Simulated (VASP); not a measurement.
Here is a VASP 6.6.1 calculation.

File POSCAR:

```
HfN
1.0
    2.8250300000      0.0000000000      0.0000000000
    0.0000000000      2.8250300000      0.0000000000
    0.0000000000      0.0000000000      2.8250300000
Hf N
1 1
Direct
    0.5000000000      0.5000000000      0.5000000000
    0.0000000000      0.0000000000      0.0000000000
```

Contents of INCAR.step1:

```
SYSTEM = HfN
  PREC = Accurate
  ENCUT = 520
  EDIFF = 1E-5
  ISMEAR = -1
  SIGMA = 0.05
  LREAL = .FALSE.
  LASPH = .TRUE.
  NELM = 60
  ALGO = Normal
  ISIF = 2
  LWAVE = .TRUE.
  NBANDS = 14
  GGA = PE
```

INCAR.step2

```
SYSTEM = HfN
  PREC = Accurate
  ENCUT = 520
  EDIFF = 1E-6
  ISMEAR = -1
  SIGMA = 0.05
  LREAL = .FALSE.
  LASPH = .TRUE.
  NELM = 60
  ALGO = Normal
  ISIF = 2
  LWAVE = .FALSE.
  LCHARG = .TRUE.
  GGA = B3
  LHFCALC = .TRUE.
  AEXX = 0.2
  AGGAX = 0.72
  AGGAC = 0.81
  ALDAC = 0.19
  PRECFOCK = Normal
  LELF = .TRUE.
  LVHAR = .TRUE.
  NBANDS = 14
  ISTART = 1
```

Contents of KPOINTS:

```
Automatic mesh
0
G
  5 5 5
  0 0 0
```

Potentials or basis: VASP PAW PBE potentials, release 64 (Hf_pv, N).

Launch:

```sh
$ cat potpaw_PBE.64/Hf_pv/POTCAR potpaw_PBE.64/N/POTCAR > POTCAR
$ cp INCAR.step1 INCAR
$ mpirun -np 1 vasp_std > vasp.out
$ cp INCAR.step2 INCAR
$ mpirun -np 1 vasp_std > vasp.out
```

(1) Predict the band gap on the k mesh.

(2) Predict the pressure.

## Answers

(1) zero (an odd number of electrons rules out a gap without spin polarisation).

(2) -1.9 GPa.

Caveat: the k points lie up to 0.44 Å⁻¹ apart, too coarse for converged energies and pressures of a metal; the PAW data sets were made with another functional, which shifts forces and pressure a little; spin-orbit coupling is left out, which moves the levels of the heavy elements.
